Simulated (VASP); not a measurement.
**Ti3Al4Ni: single point with PBE**

Ti3Al4Ni:

```
CELL_PARAMETERS angstrom
6.27637 0.00000 0.00000
0.00000 6.27637 0.00000
0.00000 0.00000 3.09174
ATOMIC_POSITIONS crystal
Ti 0.50000 0.00000 0.50000
Ti 0.50000 0.50000 0.50000
Ti 0.00000 0.50000 0.50000
Al 0.22348 0.77652 0.00000
Al 0.22348 0.22348 0.00000
Al 0.77652 0.77652 0.00000
Al 0.77652 0.22348 0.00000
Ni 0.00000 0.00000 0.50000
```

| Quantity | Value |
| --- | --- |
| Program | VASP 6.6.1 |
| Task | single point |
| Functional | PBE |
| Potentials or basis | VASP PAW PBE potentials, release 64 (Ti_sv, Al, Ni) |
| Cutoff | 520 eV |
| k mesh | 4 × 4 × 6 |
| Occupations | gaussian, width 0.1 eV |
| Spin | no spin polarisation |

The pressure is 0.0 GPa, the largest force is 0.033 eV/Å and the band gap on the k mesh is zero (band 29 reaches 9.05 eV, above the bottom of band 30 at 8.09 eV).

Forces on the atoms (eV/Å):
```
Ti   0.000  0.000  0.000
Ti   0.000  0.000  0.000
Ti   0.000  0.000  0.000
Al   0.024 -0.024  0.000
Al   0.024  0.024  0.000
Al  -0.024 -0.024  0.000
Al  -0.024  0.024  0.000
Ni   0.000  0.000  0.000
```

Stress tensor (GPa, compression positive):
```
 0.26  0.00  0.00
 0.00  0.26  0.00
 0.00  0.00 -0.37
```

Levels at points of the mesh, in eV from the Fermi level:
| k point | band 27 | band 28 | band 29 | band 30 | band 31 | band 32 |
| --- | --- | --- | --- | --- | --- | --- |
| (0.00, 0.00, 0.00) | -0.72 | -0.67 | 0.27 | 0.82 | 0.88 | 0.88 |
| (0.50, 0.00, 0.00) | -0.81 | -0.28 | 0.12 | 0.66 | 0.94 | 1.00 |
| (0.50, 0.50, 0.00) | -1.05 | -0.62 | 0.25 | 0.25 | 0.57 | 0.92 |
| (0.00, 0.00, 0.50) | -1.23 | -1.12 | -0.86 | -0.61 | 0.83 | 0.83 |
| (0.50, 0.00, 0.50) | -1.09 | -0.63 | -0.48 | -0.02 | 0.16 | 0.80 |
| (0.50, 0.50, 0.50) | -1.02 | 0.02 | 0.21 | 0.21 | 0.36 | 0.36 |

Run time: 4 min on 1 thread of Intel(R) Xeon(R) Platinum 8488C (Sapphire Rapids), on a shared host, peak memory 0.28 GiB.

Spin polarisation is off, so any magnetic state and its effect on volume and gap are missing.
